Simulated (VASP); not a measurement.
Wanted: the native input for a VASP 6.6.1 run.

- Task: single point
- Functional: PBE
- Potentials or basis: VASP PAW PBE potentials, release 64 (Ca_sv, Se)
- Cutoff: 520 eV
- k mesh: 6 × 6 × 6
- Occupations: gaussian, width 0.01 eV
- Spin: no spin polarisation
- Dipole correction: no
- Further INCAR settings: ALGO = Normal; EDIFF = 1e-07; NBANDS = 15

The structure of CaSe lies in POSCAR:

```
CaSe
1.0
    0.0000000000      2.9675351259      2.9675351259
    2.9675351259      0.0000000000      2.9675351259
    2.9675351259      2.9675351259      0.0000000000
Ca Se
1 1
Direct
    0.0000000000      0.0000000000      0.0000000000
    0.5000000000      0.5000000000      0.5000000000
```

One way to write it, as run:

INCAR

```
SYSTEM = CaSe
PREC = Accurate
ENCUT = 520
EDIFF = 1E-7
ISMEAR = 0
SIGMA = 0.01
LREAL = .FALSE.
LASPH = .TRUE.
NELM = 80
ALGO = Normal
ISIF = 2
LWAVE = .FALSE.
LCHARG = .FALSE.
GGA = PE
NBANDS = 15
```

KPOINTS

```
Automatic mesh
0
G
  6 6 6
  0 0 0
```

Potentials or basis: VASP PAW PBE potentials, release 64 (Ca_sv, Se).

Run with:

```console
$ cat potpaw_PBE.64/Ca_sv/POTCAR potpaw_PBE.64/Se/POTCAR > POTCAR
$ mpirun -np 1 vasp_std > vasp.out
```

It gave:

- Pressure: 0.7 GPa
- Band gap on the k mesh: 2.05 eV, indirect (least direct gap 2.97 eV)

Run time: 6.1 s on 1 thread of Intel(R) Xeon(R) 6975P-C (Granite Rapids), on a shared host, peak memory 0.17 GiB.
